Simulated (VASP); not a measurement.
The system is Cu.

```
Cu
1.0
     2.55088    0.00000    0.00000
    -1.27544    2.20913    0.00000
     0.00000    0.00000    4.13981
Cu
2
Cartesian
  1.2754 0.7364 3.1049
  0.0000 1.4728 1.0350
```

This cell differs from its parent crystal: volume scaled by 1.02.

Base run:

- Program: VASP 6.6.1
- Functional: LDA
- Potentials or basis: VASP PAW LDA potentials, release 64 (Cu)
- Cutoff: 520 eV
- k mesh: 12 × 12 × 7
- Occupations: fermi-dirac, width 0.05 eV
- Spin: no spin polarisation

Its results: band gap on the k mesh zero (band 11 reaches 11.48 eV, above the bottom of band 12 at 5.57 eV); pressure -9.8 GPa.

**Question.** The run is repeated on the same cell with these changes: functional from LDA to PBEsol; potentials or basis from VASP PAW LDA potentials, release 64 (Cu) to VASP PAW PBE potentials, release 64 (Cu). What comes out?

**Answer.** Band gap on the k mesh zero (band 11 reaches 11.52 eV, above the bottom of band 12 at 5.67 eV); pressure -3.7 GPa.

Caveats: the PAW data sets were made with another functional, which shifts forces and pressure a little (some runs).
